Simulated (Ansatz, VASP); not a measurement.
## SnO2 in VASP and in Ansatz

```
Sn O
1.0
     0.00000    2.52160    2.52160
     2.52160    0.00000    2.52160
     2.52160    2.52160    0.00000
Sn O
1 2
Direct
  0.00000 0.00000 0.00000
  0.75000 0.75000 0.75000
  0.25000 0.25000 0.25000
```

Alike in both runs: task single point; functional PBEsol; k mesh 9 × 9 × 9; occupations fermi-dirac, width 0.05 eV; no spin polarisation.

```csv
,VASP,Ansatz
version,VASP 6.6.1,Ansatz 0.2.0
potentials or method,"VASP PAW PBE potentials, release 64 (Sn_d, O)",Ansatz PAW
plane-wave cutoff (eV),520,420
valence electrons in the cell,26,26
```

```tsv
	VASP	Ansatz	Ansatz less VASP
gap on the k mesh at the Fermi level (eV)	0.43	0.43	+0.004
least direct gap on the mesh (eV)	1.79	1.79	0.000
pressure (GPa)	6.0	5.4	-0.68
```

VASP's potentials were made for PBE, not for PBEsol. The functional is the same, so the differences come from potentials, cutoffs and numerics.

Noted on Ansatz's run: Pulay correction over one GPa; odd divisions of the mesh miss points on the zone boundary, where band edges often lie, so the gap on the mesh can be too wide.
